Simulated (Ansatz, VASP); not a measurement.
# One calculation of Mn, two programs

File INCAR:

```
SYSTEM = Mn
PREC = Accurate
ENCUT = 520
EDIFF = 1E-6
ISMEAR = -1
SIGMA = 0.1
LREAL = .FALSE.
LASPH = .TRUE.
NELM = 100
ALGO = Normal
ISIF = 2
LWAVE = .FALSE.
LCHARG = .FALSE.
GGA = PS
NBANDS = 26
```

The input KPOINTS:

```
regular mesh
0
G
  11 11 15
  0 0 0
```

The input POSCAR:

```
Mn
1.0
    3.9078028536      0.0000000000      0.0000000000
   -1.9539014268      3.3842565443      0.0000000000
    0.0000000000      0.0000000000      2.4528542549
Mn
3
Direct
    0.0000000000      1.0000000000      0.0000000000
    0.3333333333      0.6666666667      0.5000000000
    0.6666666667      0.3333333333      0.5000000000
```

Input for Ansatz:

```yaml
crystal:
  lattice:
    - [3.9078028536, 0.0, 0.0]
    - [-1.9539014268, 3.3842565443, 0.0]
    - [0.0, 0.0, 2.4528542549]
  atoms:
    - { symbol: Mn, position: [0.0, 1.0, 0.0] }
    - { symbol: Mn, position: [0.3333333333, 0.6666666667, 0.5] }
    - { symbol: Mn, position: [0.6666666667, 0.3333333333, 0.5] }
hamiltonian:
  xc: pbesol
  pseudopotentials:
    kind: paw
    azcp:
      Mn: "pseudopotentials/Mn.paw.azcp"
basis:
  ecutwfc: 420
  fft_grid_basis: typed
kpoints:
  mp_grid: { grid: [11, 11, 15], shift: [0, 0, 0] }
magnetization:
  spin_polarized: false
scf:
  occupations: { method: fermi_dirac, width: 0.1 }
  lower_state_search: "off"
output:
  stress: true
```

Alike in both runs: task single point; functional PBEsol; k mesh 11 × 11 × 15; occupations fermi-dirac, width 0.1 eV; no spin polarisation.

|  | VASP | Ansatz |
| --- | --- | --- |
| version | VASP 6.6.1 | Ansatz 0.2.0 |
| potentials or method | VASP PAW PBE potentials, release 64 (Mn_pv), cutoff 520 eV | plane waves (420 eV) with PAW, scalar-relativistic |
| valence electrons in the cell | 39 | 45 |

|  | VASP | Ansatz | Ansatz less VASP |
| --- | --- | --- | --- |
| pressure (GPa) | -10.8 | -10.9 | -0.11 |
| traceless stress, the component that is largest in VASP (GPa) | 0.55 | 0.62 | +0.075 |

VASP's potentials were made for PBE, not for PBEsol, and Ansatz warns of the same on its side. VASP's potentials hold 39 valence electrons a cell and Ansatz's 45, so a difference there can come from the potentials and not from the codes.
